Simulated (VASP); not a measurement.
Here is a VASP 6.6.1 calculation.

Contents of INCAR:

```
  PREC = Accurate
  ENCUT = 690
  EDIFF = 1E-7
  ISMEAR = 0
  SIGMA = 0.1
  LREAL = False
  LASPH = True
  NELM = 300
  ALGO = All
  ISIF = 3
  LWAVE = False
  LCHARG = False
  GGA = PE
  IBRION = 2
  NSW = 90
  EDIFFG = -0.04
  GGA_COMPAT = False
  NELMIN = 4
  LMAXMIX = 6
  ISEARCH = 1
  KPAR = 4
```

The input KPOINTS:

```
regular mesh
0
Gamma
  4 4 4
```

Contents of POSCAR:

```
YbTi3
1.0
    0.0000000000      3.4721119600      3.4721119600
    3.4721119600      0.0000000000      3.4721119600
    3.4721119600      3.4721119600      0.0000000000
Yb Ti
1 3
Direct
    0.0000000000      0.0000000000      0.0000000000
    0.5000000000      0.5000000000      0.5000000000
    0.7500000000      0.7500000000      0.7500000000
    0.2500000000      0.2500000000      0.2500000000
```

Potentials or basis: VASP PAW PBE potentials, release 64 (Yb, Ti_sv).

Run with:

```sh
$ cat potpaw_PBE.64/Yb/POTCAR potpaw_PBE.64/Ti_sv/POTCAR > POTCAR
$ mpirun -np 4 vasp_std > vasp.out
```

(1) Predict the band gap on the k mesh.

(2) Estimate the relaxed cell.

Answers

(1) zero (bands 30 and 31 overlap by 0.47 eV).

(2) a = 4.806 Å, b = 4.806 Å, c = 4.806 Å, α = 60.00°, β = 60.00°, γ = 60.00°.

Caveat: the k points lie up to 0.40 Å⁻¹ apart in the final cell; spin-orbit coupling is left out, which moves the levels of the heavy elements.
